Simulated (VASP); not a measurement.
Write the native input for VASP 6.6.1 that does the following.

| Property | Result |
| --- | --- |
| Task | relaxation of cell and atoms |
| Functional | PBE |
| Potentials or basis | VASP PAW PBE potentials, release 64 (Cu, W_sv) |
| Cutoff | 600 eV |
| k mesh | 4 × 4 × 4 |
| Occupations | gaussian, width 0.1 eV |
| Spin | no spin polarisation |
| Dipole correction | no |
| Further INCAR settings | ALGO = Normal; EDIFF = 1e-06; IBRION = 2; EDIFFG = -0.04; NSW = 90; ISIF = 3 |

The structure of Cu2W lies in POSCAR:

```
Cu2W
1.0
    4.4713837100      0.0000000000      0.0000000000
    0.0000000000      4.4713837100      0.0000000000
    0.0000000000      0.0000000000      4.4713837100
Cu W
4 2
Direct
    0.2500000000      0.7500000000      0.2500000000
    0.7500000000      0.2500000000      0.2500000000
    0.2500000000      0.2500000000      0.7500000000
    0.7500000000      0.7500000000      0.7500000000
    0.0000000000      0.0000000000      0.0000000000
    0.5000000000      0.5000000000      0.5000000000
```

These files were run (other wordings do the same):

INCAR

```
SYSTEM = Cu2W
PREC = Accurate
ENCUT = 600
EDIFF = 1E-6
ISMEAR = 0
SIGMA = 0.1
LREAL = .FALSE.
LASPH = .TRUE.
NELM = 80
ALGO = Normal
ISIF = 3
LWAVE = .FALSE.
LCHARG = .FALSE.
GGA = PE
IBRION = 2
NSW = 90
EDIFFG = -0.04
```

KPOINTS

```
regular mesh
0
G
  4 4 4
  0 0 0
```

Potentials or basis: VASP PAW PBE potentials, release 64 (Cu, W_sv).

The run is started by

```bash
$ cat potpaw_PBE.64/Cu/POTCAR potpaw_PBE.64/W_sv/POTCAR > POTCAR
$ mpirun -np 1 vasp_std > vasp.out
```

Results of the run:

```yaml
Relaxed_volume: 27.32 Å³/atom
Relaxed_cell: a = 5.473 Å, b = 5.473 Å, c = 5.473 Å, α = 90.00°, β = 90.00°, γ = 90.00°
Space_group_after_relaxing_to_0.05_Å: Pn-3m (No. 224)
Energy_gained_by_relaxing: 2376.1 meV/atom
Ionic_steps: 5
Pressure_after_relaxing: 0.2 GPa
Band_gap_on_the_k_mesh: zero (band 36 reaches 2.07 eV, above the bottom of band 37 at 1.70 eV)
```

Caveat: the volume moved by over 15 % at a fixed basis, so the end points are rough; spin-orbit coupling is left out, which moves the levels of the heavy elements.

Run time: 3.7 min on 1 thread of Intel(R) Xeon(R) 6975P-C (Granite Rapids) (shared host), peak memory 0.22 GiB.
